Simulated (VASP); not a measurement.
The system is SnGe7.

```xyz
8
Lattice="5.9613 0.0000 0.0000 0.0000 5.9613 0.0000 0.0000 0.0000 5.9613" Properties=species:S:1:pos:R:3 pbc="T T T"
Sn    0.0000    0.0000    0.0000
Ge    1.5059    1.5059    1.5059
Ge    0.0000    2.9807    2.9807
Ge    2.9807    2.9807    0.0000
Ge    2.9807    0.0000    2.9807
Ge    4.4554    1.5059    4.4554
Ge    4.4554    4.4554    1.5059
Ge    1.5059    4.4554    4.4554
```

The cell was generated, and may not be a known phase.

- Program: VASP 6.6.1
- Task: relaxation of cell and atoms
- Functional: PBE
- Potentials or basis: VASP PAW PBE potentials, release 64 (Sn_d, Ge_d)
- Cutoff: 600 eV
- k mesh: 3 × 3 × 3
- Occupations: gaussian, width 0.2 eV
- Spin: no spin polarisation

At the start: pressure -1.6 GPa; volume 26.48 Å³/atom.

Where does the relaxation end?

Over 4 steps the energy falls by 15.9 meV/atom and the volume is 25.51 Å³/atom (-3.7 %); space group P-43m (No. 215, to 0.1 Å) before and after.

Step by step:
```tsv
step	energy change (eV)	largest force (eV/Å)	pressure (GPa)	volume (Å³)
1	0.0000	0.7290	-1.56	211.85
2	-0.1109	0.3317	0.13	204.03
3	-0.1162	0.2136	0.68	201.86
4	-0.1276	0.0073	0.02	204.11
```

Final structure:
```
CELL_PARAMETERS angstrom
5.88778 0.00000 0.00000
0.00000 5.88778 0.00000
0.00000 0.00000 5.88778
ATOMIC_POSITIONS crystal
Sn 0.00000 0.00000 0.00000
Ge 0.25856 0.25856 0.25856
Ge 0.00000 0.50000 0.50000
Ge 0.50000 0.50000 0.00000
Ge 0.50000 0.00000 0.50000
Ge 0.74144 0.25856 0.74144
Ge 0.74144 0.74144 0.25856
Ge 0.25856 0.74144 0.74144
```
